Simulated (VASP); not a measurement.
# Zn2CdSe3 (P3m1) in VASP: single point with PBE

Aim: the single point of Zn2CdSe3 with PBE.

Everything below comes from runs of VASP 6.6.1. Logs are shortened: lines on timing, memory, paths and dates and some standing lists are left out, and cuts for length are marked.

**1. The cell of the first run**

The structure is trigonal, space group P3m1 (No. 156). The conventional cell has a = 4.154 Å, b = 4.154 Å, c = 10.253 Å, α = 90.00°, β = 90.00°, γ = 120.00°. Zn (site symmetry 3m) has 4 Se at 2.48 to 2.52 Å within 3.3 Å. Within 3.3 Å of Zn (site symmetry 3m) lie 4 Se at 2.47 to 2.52 Å. Cd (site symmetry 3m) has 4 Se at 2.63 to 2.67 Å within 3.5 Å. Se (site symmetry 3m) has 4 Zn at 2.48 to 2.52 Å within 3.3 Å. Se (site symmetry 3m) has 1 Zn at 2.47 Å and 3 Cd at 2.63 Å within 3.3 Å. Se (site symmetry 3m) has 3 Zn at 2.52 Å and 1 Cd at 2.67 Å within 3.3 Å.

**2. Single point, PBE**

Input file POSCAR:

```
Zn2CdSe3
1.0
    4.1535726208      0.0000000000      0.0000000000
   -2.0767863104      3.5970994061      0.0000000000
    0.0000000000      0.0000000000     10.2529594867
Zn Cd Se
2 1 3
Direct
    0.0000000000      0.0000000000      0.0073382349
    0.6666666667      0.3333333333      0.3250260305
    0.3333333333      0.6666666667      0.6708891407
    0.0000000000      0.0000000000      0.2494954682
    0.6666666667      0.3333333333      0.5663553796
    0.3333333333      0.6666666667      0.9308957461
```

Input file INCAR.step1:

```
PREC = Accurate
ENCUT = 520
EDIFF = 1E-6
ISMEAR = 0
SIGMA = 0.02
LREAL = False
LASPH = True
NELM = 100
ALGO = Normal
ISIF = 2
LWAVE = False
LCHARG = True
GGA = PE
NBANDS = 36
```

Input file KPOINTS.step1:

```
regular mesh
0
Gamma
  6 6 4
```

Input file INCAR.step2:

```
PREC = Accurate
ENCUT = 520
EDIFF = 1E-6
ISMEAR = -5
SIGMA = 0.02
LREAL = False
LASPH = True
NELM = 100
ALGO = Normal
ISIF = 2
LWAVE = False
LCHARG = False
GGA = PE
LORBIT = 11
NEDOS = 1001
ICHARG = 11
```

Input file KPOINTS.step2:

```
regular mesh
0
Gamma
  9 9 6
```

Potentials or basis: VASP PAW PBE potentials, release 64 (Zn, Cd, Se).

On the command line:

```sh
> cat potpaw_PBE.64/Zn/POTCAR potpaw_PBE.64/Cd/POTCAR potpaw_PBE.64/Se/POTCAR > POTCAR
> cp INCAR.step1 INCAR
> cp KPOINTS.step1 KPOINTS
> mpirun -np 1 vasp_std > vasp.out
> cp INCAR.step2 INCAR
> cp KPOINTS.step2 KPOINTS
> mpirun -np 1 vasp_std > vasp.out
```

OUTCAR:

```text
PREC = Accurate
   ENCUT = 520
   EDIFF = 1E-6
   ISMEAR = -5
   LREAL = False
   LASPH = True
   NELM = 100
   ISIF = 2
   GGA = PE
   LORBIT = 11
   ICHARG = 11

 ion  position               nearest neighbor table
   1  0.000  0.000  0.007-   4 2.48   6 2.52   6 2.52   6 2.52
   2  0.667  0.333  0.325-   5 2.47   4 2.52   4 2.52   4 2.52
   3  0.333  0.667  0.671-   5 2.63   5 2.63   5 2.63   6 2.67
   4  0.000  0.000  0.249-   1 2.48   2 2.52   2 2.52   2 2.52
   5  0.667  0.333  0.566-   2 2.47   3 2.63   3 2.63   3 2.63
   6  0.333  0.667  0.931-   1 2.52   1 2.52   1 2.52   3 2.67

  LATTYP: Found a hexagonal cell.
 ALAT       =     4.1535726208
 C/A-ratio  =     2.4684676116

  Lattice vectors:

 A1 = (   4.1535726208,   0.0000000000,   0.0000000000)
 A2 = (  -2.0767863104,   3.5970994061,   0.0000000000)
 A3 = (   0.0000000000,   0.0000000000,  10.2529594867)

Analysis of symmetry for initial positions (statically):
=====================================================================
 Subroutine PRICEL returns:
 Original cell was already a primitive cell.

 Routine SETGRP: Setting up the symmetry group for a
 hexagonal supercell.

 Subroutine GETGRP returns: Found  6 space group operations
 (whereof  6 operations were pure point group operations)
 out of a pool of 24 trial point group operations.

The static configuration has the point symmetry C_3v.

Analysis of symmetry for dynamics (positions and initial velocities):
=====================================================================
 Subroutine PRICEL returns:
 Original cell was already a primitive cell.

 Routine SETGRP: Setting up the symmetry group for a
 hexagonal supercell.

 Subroutine GETGRP returns: Found  6 space group operations
 (whereof  6 operations were pure point group operations)
 out of a pool of 24 trial point group operations.

The dynamic configuration has the point symmetry C_3v.

 Subroutine INISYM returns: Found  6 space group operations
 (whereof  6 operations are pure point group operations),
 and found     1 'primitive' translations

----------------------------------------------------------------------------------------

                                     Primitive cell

  volume of cell :     153.1876

  direct lattice vectors                    reciprocal lattice vectors
     4.153572621  0.000000000  0.000000000     0.240756595  0.139000885  0.000000000
    -2.076786310  3.597099406  0.000000000     0.000000000  0.278001770  0.000000000
     0.000000000  0.000000000 10.252959487     0.000000000  0.000000000  0.097532815

  length of vectors
     4.153572621  4.153572621 10.252959487     0.278001770  0.278001770  0.097532815

  position of ions in fractional coordinates (direct lattice)
     0.000000000  0.000000000  0.007338235
     0.666666667  0.333333333  0.325026030
     0.333333333  0.666666667  0.670889141
     0.000000000  0.000000000  0.249495468
     0.666666667  0.333333333  0.566355380
     0.333333333  0.666666667  0.930895746

  ion indices of the primitive-cell ions
   primitive index   ion index
                 1           1
                 2           2
                 3           3
                 4           4
                 5           5
                 6           6

----------------------------------------------------------------------------------------

 KPOINTS: regular mesh

Automatic generation of k-mesh.
 Grid dimensions read from file:
 generate k-points for:    9    9    6

 Generating k-lattice:

  Cartesian coordinates                     Fractional coordinates (reciprocal lattice)
     0.026750733  0.015444543  0.000000000     0.111111111  0.000000000  0.000000000
     0.000000000  0.030889086  0.000000000     0.000000000  0.111111111  0.000000000
     0.000000000  0.000000000  0.016255469     0.000000000  0.000000000  0.166666667

  Length of vectors
     0.030889086  0.030889086  0.016255469

  Shift w.r.t. Gamma in fractional coordinates (k-lattice)
     0.000000000  0.000000000  0.000000000

 TETIRR: Found    674 inequivalent tetrahedra from     2916

 Subroutine IBZKPT returns following result:
 ===========================================

 Found     62 irreducible k-points:

 Following reciprocal coordinates:
            Coordinates               Weight
  0.000000  0.000000  0.000000      1.000000
  0.111111 -0.000000  0.000000      6.000000
  0.222222  0.000000  0.000000      6.000000
  0.333333  0.000000  0.000000      6.000000
  0.444444  0.000000  0.000000      6.000000
  0.111111  0.111111  0.000000      6.000000
[... 16 lines left out ...]
  0.222222  0.111111  0.166667     12.000000
 -0.111111  0.333333  0.166667     12.000000
 [... further k-points ...]
   k-points           NKPTS =     62   k-points in BZ     NKDIM =     62   number of bands    NBANDS=     32
   number of dos      NEDOS =   1001   number of ions     NIONS =      6
   total plane-waves  NPLWV =  81920
   dimension x,y,z NGX =    32 NGY =   32 NGZ =   80
   dimension x,y,z NGXF=    64 NGYF=   64 NGZF=  160
   ions per type =               2   1   3
   NGX,Y,Z   is equivalent  to a cutoff of  12.81, 12.81, 12.97 a.u.
   NGXF,Y,Z  is equivalent  to a cutoff of  25.62, 25.62, 25.94 a.u.
 SYSTEM =  unknown system
   PREC   = accura    normal or accurate (medium, high low for compatibility)
   ISTART =      0    job   : 0-new  1-cont  2-samecut
   ICHARG =     11    charge: 1-file 2-atom 10-const
   ISPIN  =      1    spin polarized calculation?
   LNONCOLLINEAR =      F non collinear calculations
   LSORBIT =      F    spin-orbit coupling
   LASPH  =      T    aspherical Exc in radial PAW
   ENCUT  =  520.0 eV  38.22 Ry    6.18 a.u.   7.72  7.72 19.06*2*pi/ulx,y,z
   NELM   =    100;   NELMIN=  2; NELMDL=  0     # of ELM steps
   EDIFF  = 0.1E-05   stopping-criterion for ELM
   LREAL  =      F    real-space projection
[... 7 lines left out ...]
   TEBEG  =    0.0;   TEEND  =   0.0 temperature during run
   PSTRESS=    0.0 pullay stress
   NELECT =      54.0000    total number of electrons
   NUPDOWN=      -1.0000    fix difference up-down
   EMIN   =  10.00;   EMAX   =-10.00  energy-range for DOS
   EFERMI =   0.00;   METHOD = LEGACY
   ISMEAR =    -5;   SIGMA  =   0.02  broadening in eV -4-tet -1-fermi 0-gaus
   EFERMI_NEDOS =   21; number of points for ismear=-14 and -15
   IALGO  =     38    algorithm
   IMIX   =      4    mixing-type and parameters
     AMIX     =   0.40;   BMIX     =  1.00
     AMIX_MAG =   1.60;   BMIX_MAG =  1.00
  volume/ion in A,a.u.               =      25.53       172.29
  Fermi-wavevector in a.u.,A,eV,Ry     =   1.156463  2.185397 18.196509  1.337406
  Thomas-Fermi vector in A             =   2.293083
   LORBIT       =     11    0 simple, 1 ext, 2 COOP (PROOUT), +10 PAW based schemes
   GGA     = PE    functional components
   LHFCALC =     F    Hartree Fock is set to
   AEXX    =    0.0000 exact exchange contribution
   IVDW    =     0    specifies the selected vdW correction
   LEPSILON=     F    determine dielectric tensor
   LRPA    =     F    only Hartree local field effects (RPA)
 non-spin polarized calculation
 Fermi weights with tetrahedron method with Bloechl corrections
  energy-cutoff  :      520.00
  volume of cell :      153.19
 maximum number of plane-waves:      4166
 NGX is ok and might be reduce to    32

 number of electron      53.9999990 magnetization

 Free energy of the ion-electron system (eV)
  ---------------------------------------------------
  ext. energy  EPLUGINS =         0.00000000
  ---------------------------------------------------
  free energy    TOTEN  =       -17.43370252 eV

  energy without entropy =      -17.43370252  energy(sigma->0) =      -17.43370252

 E-fermi :   1.1765     XC(G=0):  -8.9877

 val. band max:        1.1586852646   @ k =   0.0000   0.0000   0.0000
 cond. band min:       1.8559178209   @ k =   0.0000   0.0000   0.0000
 fundamental gap:      0.6972325563
 Fermi energy:         1.1764930286

 k-point     1 :       0.0000    0.0000    0.0000
  band No.  band energies     occupation
      1     -11.7687      2.00000
      2     -11.3640      2.00000
      3     -11.1890      2.00000
      4      -6.7319      2.00000
      5      -6.7319      2.00000
      6      -6.6124      2.00000
[... 24 lines left out ...]
     31       6.7165      0.00000
     32       6.8241      0.00000

 k-point     2 :       0.1111   -0.0000    0.0000
  band No.  band energies     occupation
      1     -11.7123      2.00000
      2     -11.3250      2.00000
      3     -11.1588      2.00000
      4      -6.7157      2.00000
      5      -6.7084      2.00000
      6      -6.5969      2.00000
[... 24 lines left out ...]
     31       6.5525      0.00000
     32       6.7226      0.00000
[... 733 lines left out ...]
     31       5.6005      0.00000
     32       6.7473      0.00000

 k-point    24 :      -0.1111    0.3333    0.1667
  band No.  band energies     occupation
      1     -11.4202      2.00000
      2     -11.1786      2.00000
      3     -11.0091      2.00000
      4      -6.6641      2.00000
      5      -6.5875      2.00000
      6      -6.5213      2.00000
[... 24 lines left out ...]
     31       5.9784      0.00000
     32       6.1675      0.00000

 [... further k-points ...]

------------------------ aborting loop because EDIFF is reached ----------------------------------------

  FORCE on cell =-STRESS in cart. coord.  units (eV):
  Direction    XX          YY          ZZ          XY          YZ          ZX
  --------------------------------------------------------------------------------------
  -------------------------------------------------------------------------------------
  Total        0.1999056      0.1999056      0.2127861      0.0000000      0.0000000      0.0000000
  in kB        2.0907982      2.0907982      2.2255144      0.0000000      0.0000000      0.0000000
  external PRESSURE =       2.1357036 kB  Pullay stress =       0.0000000 kB

 VOLUME and BASIS-vectors are now :
 -----------------------------------------------------------------------------
  energy-cutoff  :      520.00
  volume of cell :      153.19
      direct lattice vectors                 reciprocal lattice vectors
     4.153572621  0.000000000  0.000000000     0.240756595  0.139000885  0.000000000
    -2.076786310  3.597099406  0.000000000     0.000000000  0.278001770  0.000000000
     0.000000000  0.000000000 10.252959487     0.000000000  0.000000000  0.097532815

 POSITION                                       TOTAL-FORCE (eV/Angst)
 -----------------------------------------------------------------------------------
      0.00000      0.00000      0.07524         0.000000     -0.000000      0.004921
      2.07679      1.19903      3.33248        -0.000000     -0.000000      0.004078
     -0.00000      2.39807      6.87860         0.000000     -0.000000      0.001969
      0.00000      0.00000      2.55807        -0.000000      0.000000     -0.004157
      2.07679      1.19903      5.80682         0.000000     -0.000000     -0.023838
     -0.00000      2.39807      9.54444         0.000000     -0.000000      0.017027
 -----------------------------------------------------------------------------------
    total drift:                               -0.004103      0.002368      0.003708

  FREE ENERGIE OF THE ION-ELECTRON SYSTEM (eV)
  ---------------------------------------------------
  free  energy   TOTEN  =       -17.4337025194 eV

  energy  without entropy=      -17.4337025194  energy(sigma->0) =      -17.43370252

 total charge

# of ion       s       p       d       tot
------------------------------------------
    1        0.520   0.394   9.781  10.695
    2        0.519   0.394   9.781  10.694
    3        0.447   0.318   9.553  10.318
    4        1.440   2.388   0.025   3.853
    5        1.443   2.407   0.024   3.874
    6        1.441   2.380   0.023   3.843
--------------------------------------------------
tot          5.811   8.280  29.187  43.278
```

Wall time 5.9 min (1 thread of Intel Xeon Platinum 8488C (Sapphire Rapids), shared host); peak memory 0.46 GiB.

Results:

```yaml
Valence_electrons_inside_the_program's_atomic_spheres: Zn 10.70, 10.69; Cd 10.32; Se 3.85, 3.87, 3.84
```

Levels at points of the mesh, in eV from the valence-band top:
| k point | band 25 | band 26 | band 27 | band 28 | band 29 | band 30 |
| --- | --- | --- | --- | --- | --- | --- |
| (0.00, 0.00, 0.00) | -0.19 | 0.00 | 0.00 | 0.70 | 2.10 | 2.74 |
| (0.00, 0.00, 0.50) | -0.49 | -0.09 | -0.09 | 1.86 | 1.98 | 2.56 |
